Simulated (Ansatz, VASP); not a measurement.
## One calculation of CaO, two programs

INCAR

```
PREC = Accurate
ENCUT = 600
EDIFF = 1E-6
ISMEAR = -1
SIGMA = 0.001
LREAL = False
LASPH = True
NELM = 120
ALGO = Normal
ISIF = 2
LWAVE = False
LCHARG = True
GGA = PS
LELF = True
LVHAR = True
NBANDS = 15
GGA_COMPAT = False
```

Contents of KPOINTS:

```
Automatic mesh
0
Gamma
  6 6 6
```

The input POSCAR:

```
CaO
1.0
    0.0000000000      2.6067317416      2.6067317416
    2.6067317416      0.0000000000      2.6067317416
    2.6067317416      2.6067317416      0.0000000000
Ca O
1 1
Direct
    0.0000000000      0.0000000000      0.0000000000
    0.2500000000      0.2500000000      0.2500000000
```

Input for Ansatz:

```yaml
crystal:
  lattice:
    - [0.0, 2.6067317416, 2.6067317416]
    - [2.6067317416, 0.0, 2.6067317416]
    - [2.6067317416, 2.6067317416, 0.0]
  atoms:
    - { symbol: Ca, position: [0.0, 0.0, 0.0] }
    - { symbol: O, position: [0.25, 0.25, 0.25] }
kpoints:
  mp_grid: { grid: [6, 6, 6] }
hamiltonian:
  xc: pbesol
scf:
  occupations: { method: fermi_dirac, width: 0.001 }
  n_extra_bands: 4
output:
  forces: true
  stress: true
  eigenvalues: true
```

Alike in both runs: task single point; functional PBEsol; k mesh 6 × 6 × 6; occupations fermi-dirac, width 0.001 eV; no spin polarisation.

```csv
,VASP,Ansatz
version,VASP 6.6.1,Ansatz 0.2.0
potentials or method,"VASP PAW PBE potentials, release 64 (Ca_sv, O)",plane waves
plane-wave cutoff (eV),600,420
valence electrons in the cell,16,16
```

```tsv
	VASP	Ansatz	Ansatz less VASP
gap on the k mesh at the Fermi level (eV)	3.20	3.20	+0.003
pressure (GPa)	-1.1	-1.5	-0.42
```

VASP's potentials were made for PBE, not for PBEsol. With one functional, cell and mesh, what is left measures potentials, basis and numerics.
